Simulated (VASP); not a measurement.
# MgCdTe3 (Pm-3m) in VASP: further runs

MgCdTe3 is run at these levels: PBE; tasks: single point, relaxation of cell and atoms.

Everything below comes from runs of VASP 6.6.1. Logs are shortened: lines on timing, memory, paths and dates and some standing lists are left out, and cuts for length are marked.

**1. The cell of the first run**

It takes space group Pm-3m (No. 221, cubic). The conventional cell has a = 4.893 Å, b = 4.893 Å, c = 4.893 Å, α = 90.00°, β = 90.00°, γ = 90.00°. Mg (site symmetry m-3m) has 12 Te at 3.46 Å and 8 Cd at 4.24 Å within 4.5 Å. Within 3.2 Å of Cd (site symmetry m-3m) lie 6 Te at 2.45 Å. Within 3.2 Å of Te (site symmetry 4/mmm) lie 2 Cd at 2.45 Å.

The cell was generated, and may not be a known phase.

**2. Single point, PBE**

Contents of INCAR:

```
SYSTEM = MgCdTe3
ALGO = Normal
EDIFF = 1E-7
ENCUT = 520
GGA = PE
ISIF = 2
ISMEAR = 0
LASPH = .True.
LCHARG = .False.
LREAL = .False.
LWAVE = .False.
NBANDS = 24
NELM = 60
PREC = Accurate
SIGMA = 0.1
```

Contents of KPOINTS:

```
k-points
0
Gamma
  4 4 4
  0 0 0
```

Contents of POSCAR:

```
MgCdTe3
1.0
    4.8928779300      0.0000000000      0.0000000000
    0.0000000000      4.8928779300      0.0000000000
    0.0000000000      0.0000000000      4.8928779300
Mg Cd Te
1 1 3
Direct
    0.5000000000      0.5000000000      0.5000000000
    0.0000000000      0.0000000000      0.0000000000
    0.5000000000      0.0000000000      0.0000000000
    0.0000000000      0.5000000000      0.0000000000
    0.0000000000      0.0000000000      0.5000000000
```

Potentials or basis: VASP PAW PBE potentials, release 64 (Mg, Cd, Te).

On the command line:

```
$ cat potpaw_PBE.64/Mg/POTCAR potpaw_PBE.64/Cd/POTCAR potpaw_PBE.64/Te/POTCAR > POTCAR
$ mpirun -np 1 vasp_std > vasp.out
```

OUTCAR:

```text
SYSTEM = MgCdTe3
   EDIFF = 1E-7
   ENCUT = 520
   GGA = PE
   ISIF = 2
   ISMEAR = 0
   LASPH = .True.
   LREAL = .False.
   NELM = 60
   PREC = Accurate

 ion  position               nearest neighbor table
   1  0.500  0.500  0.500-   3 3.46   4 3.46   5 3.46   3 3.46   4 3.46   3 3.46   5 3.46   3 3.46
                             4 3.46   5 3.46   4 3.46   5 3.46
   2  0.000  0.000  0.000-   3 2.45   4 2.45   5 2.45   5 2.45   4 2.45   3 2.45
   3  0.500  0.000  0.000-   2 2.45   2 2.45   4 3.46   5 3.46   1 3.46   5 3.46   1 3.46   4 3.46
                             1 3.46   1 3.46   4 3.46   5 3.46   5 3.46   4 3.46
   4  0.000  0.500  0.000-   2 2.45   2 2.45   3 3.46   5 3.46   1 3.46   5 3.46   1 3.46   3 3.46
                             5 3.46   5 3.46   1 3.46   3 3.46   1 3.46   3 3.46
   5  0.000  0.000  0.500-   2 2.45   2 2.45   3 3.46   4 3.46   1 3.46   3 3.46   4 3.46   1 3.46
                             4 3.46   4 3.46   1 3.46   3 3.46   3 3.46   1 3.46

  LATTYP: Found a simple cubic cell.
 ALAT       =     4.8928779300

  Lattice vectors:

 A1 = (   4.8928779300,   0.0000000000,   0.0000000000)
 A2 = (   0.0000000000,   4.8928779300,   0.0000000000)
 A3 = (   0.0000000000,   0.0000000000,   4.8928779300)

Analysis of symmetry for initial positions (statically):
=====================================================================
 Subroutine PRICEL returns:
 Original cell was already a primitive cell.

 Routine SETGRP: Setting up the symmetry group for a
 simple cubic supercell.

 Subroutine GETGRP returns: Found 48 space group operations
 (whereof 48 operations were pure point group operations)
 out of a pool of 48 trial point group operations.

The static configuration has the point symmetry O_h .

Analysis of symmetry for dynamics (positions and initial velocities):
=====================================================================
 Subroutine PRICEL returns:
 Original cell was already a primitive cell.

 Routine SETGRP: Setting up the symmetry group for a
 simple cubic supercell.

 Subroutine GETGRP returns: Found 48 space group operations
 (whereof 48 operations were pure point group operations)
 out of a pool of 48 trial point group operations.

The dynamic configuration has the point symmetry O_h .

 Subroutine INISYM returns: Found 48 space group operations
 (whereof 48 operations are pure point group operations),
 and found     1 'primitive' translations

----------------------------------------------------------------------------------------

                                     Primitive cell

  volume of cell :     117.1367

[... 83 lines left out ...]
   IBRION =     -1    ionic relax: 0-MD 1-quasi-New 2-CG
   NFREE  =      0    steps in history (QN), initial steepest desc. (CG)
   ISIF   =      2    stress and relaxation
   ISYM   =      2    0-nonsym 1-usesym 2-fastsym
   POTIM  = 0.5000    time-step for ionic-motion
   TEBEG  =    0.0;   TEEND  =   0.0 temperature during run
   PSTRESS=    0.0 pullay stress
   NELECT =      32.0000    total number of electrons
   NUPDOWN=      -1.0000    fix difference up-down
   EMIN   =  10.00;   EMAX   =-10.00  energy-range for DOS
   EFERMI =   0.00;   METHOD = LEGACY
   ISMEAR =     0;   SIGMA  =   0.10  broadening in eV -4-tet -1-fermi 0-gaus
   EFERMI_NEDOS =   21; number of points for ismear=-14 and -15
   IALGO  =     38    algorithm
   IMIX   =      4    mixing-type and parameters
     AMIX     =   0.40;   BMIX     =  1.00
     AMIX_MAG =   1.60;   BMIX_MAG =  1.00
  volume/ion in A,a.u.               =      23.43       158.10
  Fermi-wavevector in a.u.,A,eV,Ry     =   1.062251  2.007363 15.352501  1.128377
  Thomas-Fermi vector in A             =   2.197695
   LORBIT       =      0    0 simple, 1 ext, 2 COOP (PROOUT), +10 PAW based schemes
   GGA     = PE    functional components
   LHFCALC =     F    Hartree Fock is set to
   AEXX    =    0.0000 exact exchange contribution
   IVDW    =     0    specifies the selected vdW correction
   LEPSILON=     F    determine dielectric tensor
   LRPA    =     F    only Hartree local field effects (RPA)
 non-spin polarized calculation
 Gauss-broadening in eV      SIGMA  =   0.10
  energy-cutoff  :      520.00
  volume of cell :      117.14
 maximum number of plane-waves:      3184
   NGX = 19   NGY = 19   NGZ = 19

 number of electron      31.9999994 magnetization

 Free energy of the ion-electron system (eV)
  ---------------------------------------------------
  ext. energy  EPLUGINS =         0.00000000
  ---------------------------------------------------
  free energy    TOTEN  =        -5.06905065 eV

  energy without entropy =       -5.03746771  energy(sigma->0) =       -5.05325918

 E-fermi :   7.2919     XC(G=0): -10.1970

 val. band max:        7.2661560894   @ k =   0.5000   0.5000   0.2500
 cond. band min:       7.3264010443   @ k =   0.2500   0.2500   0.0000
 fundamental gap:      0.0602449548
 Fermi energy:         7.2919432447

 k-point     1 :       0.0000    0.0000    0.0000
  band No.  band energies     occupation
      1      -7.1356      2.00000
      2      -5.5761      2.00000
      3      -5.5761      2.00000
      4      -3.3335      2.00000
      5      -3.3335      2.00000
      6      -3.3335      2.00000
[... 259 lines left out ...]
     23      14.1398      0.00000
     24      14.1398      0.00000

------------------------ aborting loop because EDIFF is reached ----------------------------------------

  FORCE on cell =-STRESS in cart. coord.  units (eV):
  Direction    XX          YY          ZZ          XY          YZ          ZX
  --------------------------------------------------------------------------------------
  -------------------------------------------------------------------------------------
  Total       26.6939923     26.6939923     26.6939923     -0.0000000     -0.0000000      0.0000000
  in kB      365.1160887    365.1160887    365.1160887     -0.0000000     -0.0000000      0.0000000
  external PRESSURE =     365.1160887 kB  Pullay stress =       0.0000000 kB

 VOLUME and BASIS-vectors are now :
 -----------------------------------------------------------------------------
  energy-cutoff  :      520.00
  volume of cell :      117.14
      direct lattice vectors                 reciprocal lattice vectors
     4.892877930  0.000000000  0.000000000     0.204378694  0.000000000  0.000000000
     0.000000000  4.892877930  0.000000000     0.000000000  0.204378694  0.000000000
     0.000000000  0.000000000  4.892877930     0.000000000  0.000000000  0.204378694

 POSITION                                       TOTAL-FORCE (eV/Angst)
 -----------------------------------------------------------------------------------
      2.44644      2.44644      2.44644         0.000000      0.000000      0.000000
      0.00000      0.00000      0.00000         0.000000      0.000000      0.000000
      2.44644      0.00000      0.00000         0.000000      0.000000      0.000000
      0.00000      2.44644      0.00000         0.000000      0.000000      0.000000
      0.00000      0.00000      2.44644         0.000000      0.000000      0.000000
 -----------------------------------------------------------------------------------
    total drift:                               -0.000000     -0.000000     -0.000000

  FREE ENERGIE OF THE ION-ELECTRON SYSTEM (eV)
  ---------------------------------------------------
  free  energy   TOTEN  =        -5.0690506545 eV

  energy  without entropy=       -5.0374677130  energy(sigma->0) =       -5.05325918
```

OSZICAR:

```text
N       E                     dE             d eps       ncg     rms          rms(c)
DAV:   1     0.185563522725E+03    0.18556E+03   -0.13746E+04   480   0.116E+03
DAV:   2     0.429617778041E+01   -0.18127E+03   -0.17199E+03   584   0.247E+02
DAV:   3    -0.572831221984E+01   -0.10024E+02   -0.98987E+01   600   0.573E+01
DAV:   4    -0.586149632961E+01   -0.13318E+00   -0.13315E+00   576   0.663E+00
DAV:   5    -0.586434074708E+01   -0.28444E-02   -0.28444E-02   616   0.933E-01    0.240E+01
DAV:   6    -0.517014762237E+01    0.69419E+00   -0.22686E+00   544   0.174E+01    0.200E+01
DAV:   7    -0.507999279728E+01    0.90155E-01   -0.53073E-01   528   0.500E+00    0.340E+00
DAV:   8    -0.507151503513E+01    0.84778E-02   -0.12847E-02   512   0.799E-01    0.134E+00
DAV:   9    -0.506923301402E+01    0.22820E-02   -0.73981E-03   544   0.395E-01    0.296E-01
DAV:  10    -0.506906355533E+01    0.16946E-03   -0.75108E-04   512   0.209E-01    0.618E-02
DAV:  11    -0.506905333525E+01    0.10220E-04   -0.60126E-05   584   0.980E-02    0.217E-02
DAV:  12    -0.506905132653E+01    0.20087E-05   -0.67983E-06   568   0.269E-02    0.123E-02
DAV:  13    -0.506905107457E+01    0.25196E-06   -0.87395E-07   536   0.524E-03    0.452E-03
DAV:  14    -0.506905068788E+01    0.38669E-06   -0.77293E-08   288   0.141E-03    0.277E-03
DAV:  15    -0.506905065455E+01    0.33331E-07   -0.13494E-08   240   0.720E-04
   1 F= -.50690507E+01 E0= -.50532592E+01  d E =-.315829E-01
```

stdout:

```text
POSCAR found type information on POSCAR MgCdTe
 POSCAR found :  3 types and       5 ions
 scaLAPACK will be used
 LDA part: xc-table for (Slater+PW92), standard interpolation
 POSCAR, INCAR and KPOINTS ok, starting setup
 FFT: planning ... GRIDC
 FFT: planning ... GRID_SOFT
 FFT: planning ... GRID
 WAVECAR not read
 entering main loop
```

It took 36 s on 1 thread of Intel Xeon 8259CL, shared host; peak memory 0.19 GiB.

What came out:

```
Free energy            : -5.0691 eV
Pressure               : 36.5 GPa
Band gap on the k mesh : zero (bands 16 and 17 overlap by 2.04 eV)
```

Caveat: the cell stands under pressure; spin-orbit coupling is left out, which moves the levels of the heavy elements.

**3. Single point, PBE**

This run uses another cell than the first one, of 35.16 Å³/atom.

Contents of INCAR:

```
SYSTEM = MgCdTe3
  PREC = Accurate
  ENCUT = 520
  EDIFF = 1E-7
  ISMEAR = 0
  SIGMA = 0.1
  LREAL = .False.
  LASPH = .True.
  NELM = 60
  ALGO = Normal
  ISIF = 2
  LWAVE = .False.
  LCHARG = .False.
  GGA = PE
  NBANDS = 24
```

Contents of KPOINTS:

```
Automatic mesh
0
Gamma
  4 4 4
  0 0 0
```

Edit POSCAR of step 2 so:

```diff
@@ -2,5 +2,5 @@
 1.0
-    4.8928779300      0.0000000000      0.0000000000
-    0.0000000000      4.8928779300      0.0000000000
-    0.0000000000      0.0000000000      4.8928779300
+    5.6020956410      0.0000000000      0.0000000000
+    0.0000000000      5.6020956410      0.0000000000
+    0.0000000000      0.0000000000      5.6020956410
 Mg Cd Te
```

Potentials or basis: VASP PAW PBE potentials, release 64 (Mg, Cd, Te).

On the command line:

```
$ cat potpaw_PBE.64/Mg/POTCAR potpaw_PBE.64/Cd/POTCAR potpaw_PBE.64/Te/POTCAR > POTCAR
$ mpirun -np 1 vasp_std > vasp.out
```

Wall time 54 s (1 thread of Intel Xeon 8259CL, shared host); peak memory 0.24 GiB.

Results (log left out):

```yaml
Free_energy: -9.6890 eV
Pressure: 0.3 GPa
Band_gap_on_the_k_mesh: zero (bands 16 and 17 overlap by 1.04 eV)
```

Levels at points of the mesh, in eV from the Fermi level:
| k point | band 14 | band 15 | band 16 | band 17 | band 18 | band 19 |
| --- | --- | --- | --- | --- | --- | --- |
| (0.00, 0.00, 0.00) | -0.63 | -0.63 | -0.29 | -0.29 | -0.29 | 0.39 |
| (0.50, 0.00, 0.00) | -1.35 | -1.13 | -0.32 | -0.32 | 0.94 | 2.17 |
| (0.50, 0.50, 0.00) | -1.18 | -1.18 | 0.60 | 0.64 | 0.76 | 2.66 |
| (0.50, 0.50, 0.50) | 0.68 | 0.68 | 0.68 | 0.80 | 0.80 | 4.13 |

Caveat: spin-orbit coupling is left out, which moves the levels of the heavy elements.

**4. Relaxation of cell and atoms, PBE**

Contents of INCAR:

```
SYSTEM = MgCdTe3
PREC = Accurate ; ENCUT = 600
EDIFF = 1E-6 ; ISMEAR = 0
SIGMA = 0.1 ; LREAL = .FALSE.
LASPH = .TRUE. ; NELM = 60
ALGO = Normal ; ISIF = 3
LWAVE = .FALSE. ; LCHARG = .FALSE.
GGA = PE ; IBRION = 2
NSW = 90 ; EDIFFG = -0.04
```

Contents of KPOINTS:

```
Automatic mesh
0
G
  4 4 4
  0 0 0
```

Edit POSCAR of step 3 so:

```diff
@@ -2,5 +2,5 @@
 1.0
-    5.6020956410      0.0000000000      0.0000000000
-    0.0000000000      5.6020956410      0.0000000000
-    0.0000000000      0.0000000000      5.6020956410
+    4.8928779300      0.0000000000      0.0000000000
+    0.0000000000      4.8928779300      0.0000000000
+    0.0000000000      0.0000000000      4.8928779300
 Mg Cd Te
```

On the command line:

```
$ cat potpaw_PBE.64/Mg/POTCAR potpaw_PBE.64/Cd/POTCAR potpaw_PBE.64/Te/POTCAR > POTCAR
$ mpirun -np 1 vasp_std > vasp.out
```

Run time: 2.7 min. Hardware: 1 thread of Intel Xeon 8259CL, shared host; peak memory 0.23 GiB.

The run converged. Its results:

- Free energy: -9.6849 eV
- Relaxed volume: 35.66 Å³/atom
- Relaxed cell: a = 5.628 Å, b = 5.628 Å, c = 5.628 Å, α = 90.00°, β = 90.00°, γ = 90.00°
- Space group after relaxing (to 0.1 Å): Pm-3m (No. 221)
- Energy gained by relaxing: 923.1 meV/atom
- Ionic steps: 4
- Pressure after relaxing: -0.2 GPa
- Band gap on the k mesh: zero (bands 16 and 17 overlap by 1.02 eV)

Step by step:
```tsv
step	energy change (eV)	largest force (eV/Å)	pressure (GPa)	volume (Å³)
1	0.0000	0.0000	36.49	117.14
2	-3.6158	0.0000	-4.36	232.87
3	-4.6147	0.0000	0.30	175.76
4	-4.6156	0.0000	-0.15	178.30
```

Final structure:
```yaml
crystal:
  lattice:
    - [5.62843, 0.00000, 0.00000]
    - [0.00000, 5.62843, 0.00000]
    - [0.00000, 0.00000, 5.62843]
  atoms:
    - { symbol: Mg, position: [0.50000, 0.50000, 0.50000] }
    - { symbol: Cd, position: [0.00000, 0.00000, 0.00000] }
    - { symbol: Te, position: [0.50000, 0.00000, 0.00000] }
    - { symbol: Te, position: [0.00000, 0.50000, 0.00000] }
    - { symbol: Te, position: [0.00000, 0.00000, 0.50000] }
```

Levels at points of the mesh, in eV from the Fermi level:
```
           k point  band 12  band 13  band 14  band 15  band 16  band 17  band 18  band 19  band 20
(0.00, 0.00, 0.00)    -1.37    -0.61    -0.61    -0.61    -0.28    -0.28    -0.28     0.33     4.94
(0.50, 0.00, 0.00)    -2.66    -1.32    -1.32    -1.10    -0.31    -0.31     0.91     2.17     3.94
(0.50, 0.50, 0.00)    -1.63    -1.63    -1.16    -1.16     0.58     0.62     0.72     2.68     3.80
(0.50, 0.50, 0.50)    -2.82    -1.09     0.67     0.67     0.67     0.76     0.76     4.11     4.11
```

Caveat: the volume moved by over 15 % at a fixed basis, so the end points are rough; spin-orbit coupling is left out, which moves the levels of the heavy elements.

**5. Single point, PBE**

This run uses another cell than the first one, of 35.16 Å³/atom.

Contents of INCAR:

```
SYSTEM = MgCdTe3
PREC = Accurate ; ENCUT = 520
EDIFF = 1E-6 ; ISMEAR = 0
SIGMA = 0.1 ; LREAL = .False.
LASPH = .True. ; NELM = 80
ALGO = Normal ; ISIF = 2
LWAVE = .False. ; LCHARG = .False.
GGA = PE ; NBANDS = 24
```

Contents of KPOINTS:

```
regular mesh
0
Gamma
  8 8 8
  0 0 0
```

Edit POSCAR of step 4 so:

```diff
@@ -2,5 +2,5 @@
 1.0
-    4.8928779300      0.0000000000      0.0000000000
-    0.0000000000      4.8928779300      0.0000000000
-    0.0000000000      0.0000000000      4.8928779300
+    5.6020956410      0.0000000000      0.0000000000
+    0.0000000000      5.6020956410      0.0000000000
+    0.0000000000      0.0000000000      5.6020956410
 Mg Cd Te
```

Potentials or basis: VASP PAW PBE potentials, release 64 (Mg, Cd, Te).

On the command line:

```
$ cat potpaw_PBE.64/Mg/POTCAR potpaw_PBE.64/Cd/POTCAR potpaw_PBE.64/Te/POTCAR > POTCAR
$ mpirun -np 1 vasp_std > vasp.out
```

OUTCAR:

```text
SYSTEM = MgCdTe3
   PREC = Accurate
   ENCUT = 520
   EDIFF = 1E-6
   ISMEAR = 0
   LREAL = .False.
   LASPH = .True.
   NELM = 80
   ISIF = 2
   GGA = PE

 ion  position               nearest neighbor table
   1  0.500  0.500  0.500-
   2  0.000  0.000  0.000-   3 2.80   4 2.80   5 2.80   5 2.80   4 2.80   3 2.80
   3  0.500  0.000  0.000-   2 2.80   2 2.80
   4  0.000  0.500  0.000-   2 2.80   2 2.80
   5  0.000  0.000  0.500-   2 2.80   2 2.80

  LATTYP: Found a simple cubic cell.
[... 850 lines left out ...]
  --------------------------------------------------------------------------------------
  -------------------------------------------------------------------------------------
  Total        0.0940368      0.0940368      0.0940368      0.0000000      0.0000000     -0.0000000
  in kB        0.8569527      0.8569527      0.8569527      0.0000000      0.0000000     -0.0000000
  external PRESSURE =       0.8569527 kB  Pullay stress =       0.0000000 kB

 VOLUME and BASIS-vectors are now :
 -----------------------------------------------------------------------------
  energy-cutoff  :      520.00
  volume of cell :      175.81
      direct lattice vectors                 reciprocal lattice vectors
     5.602095641  0.000000000  0.000000000     0.178504628  0.000000000  0.000000000
     0.000000000  5.602095641  0.000000000     0.000000000  0.178504628  0.000000000
     0.000000000  0.000000000  5.602095641     0.000000000  0.000000000  0.178504628

 POSITION                                       TOTAL-FORCE (eV/Angst)
 -----------------------------------------------------------------------------------
      2.80105      2.80105      2.80105         0.000000      0.000000      0.000000
      0.00000      0.00000      0.00000         0.000000      0.000000      0.000000
      2.80105      0.00000      0.00000         0.000000      0.000000      0.000000
      0.00000      2.80105      0.00000         0.000000      0.000000      0.000000
      0.00000      0.00000      2.80105         0.000000      0.000000      0.000000
 -----------------------------------------------------------------------------------
    total drift:                               -0.000000      0.000000     -0.000000

  FREE ENERGIE OF THE ION-ELECTRON SYSTEM (eV)
  ---------------------------------------------------
  free  energy   TOTEN  =        -9.7707778997 eV

  energy  without entropy=       -9.7457488448  energy(sigma->0) =       -9.75826337
```

stdout:

```text
POSCAR found type information on POSCAR MgCdTe
 POSCAR found :  3 types and       5 ions
 scaLAPACK will be used
 LDA part: xc-table for (Slater+PW92), standard interpolation
 POSCAR, INCAR and KPOINTS ok, starting setup
 FFT: planning ... GRIDC
 FFT: planning ... GRID_SOFT
 FFT: planning ... GRID
 WAVECAR not read
 entering main loop
```

Run time: 2.3 min. Hardware: 1 thread of Intel Xeon 8259CL, shared host; peak memory 0.33 GiB.

Results:

```
Free energy            : -9.7708 eV
Pressure               : 0.1 GPa
Band gap on the k mesh : zero (bands 16 and 17 overlap by 1.10 eV)
```

Caveat: spin-orbit coupling is left out, which moves the levels of the heavy elements.

[end of part 1 of 2]

The gap in the log of VASP goes by the Fermi energy; the results here count the filled bands.